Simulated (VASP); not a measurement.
Set up this calculation in VASP 6.6.1, as the native input.

```
Task                   : single point
Functional             : PBE
Potentials or basis    : VASP PAW PBE potentials, release 64 (Ta_pv)
Cutoff                 : 520 eV
k mesh                 : 17 × 17 × 17
Occupations            : fermi-dirac, width 0.1 eV
Spin                   : no spin polarisation
Dipole correction      : no
Further INCAR settings : ALGO = Normal; EDIFF = 1e-07; NBANDS = 18
```

The structure of Ta lies in POSCAR:

```
Ta
1.0
   -2.1084615849      2.1084615849      1.1512227634
    2.1084615849     -2.1084615849      1.1512227634
    2.1084615849      2.1084615849     -1.1512227634
Ta
2
Direct
   -0.3750000000     -0.1250000000     -0.2500000000
    0.3750000000      0.1250000000      0.2500000000
```

One way to write it, as run:

INCAR

```
SYSTEM = Ta
PREC     = Accurate       ! precision mode
ENCUT    = 520            ! plane-wave cutoff, eV
EDIFF    = 1E-7           ! SCF threshold, eV
ISMEAR   = -1             ! smearing method
SIGMA    = 0.1            ! smearing width, eV
LREAL    = .False.        ! projectors in reciprocal space
LASPH    = .True.         ! aspherical terms in the spheres
NELM     = 100            ! most SCF steps
ALGO     = Normal         ! electronic algorithm
ISIF     = 2              ! what is computed and relaxed
LWAVE    = .False.        ! write WAVECAR
LCHARG   = .False.        ! write CHGCAR
GGA      = PE             ! functional
NBANDS   = 18             ! bands
```

KPOINTS

```
regular mesh
0
Gamma
  17 17 17
  0 0 0
```

Potentials or basis: VASP PAW PBE potentials, release 64 (Ta_pv).

Command:

```bash
$ cat potpaw_PBE.64/Ta_pv/POTCAR > POTCAR
$ mpirun -np 1 vasp_std > vasp.out
```

It gave:

```yaml
Pressure: 381.2 GPa
Band_gap_on_the_k_mesh: zero (bands 11 and 12 overlap by 3.05 eV)
```

Caveat: the cell stands under pressure; spin-orbit coupling is left out, which moves the levels of the heavy elements.

Wall time 42 s on 1 thread of Intel(R) Xeon(R) 6975P-C (Granite Rapids), on a shared host, peak memory 0.23 GiB.
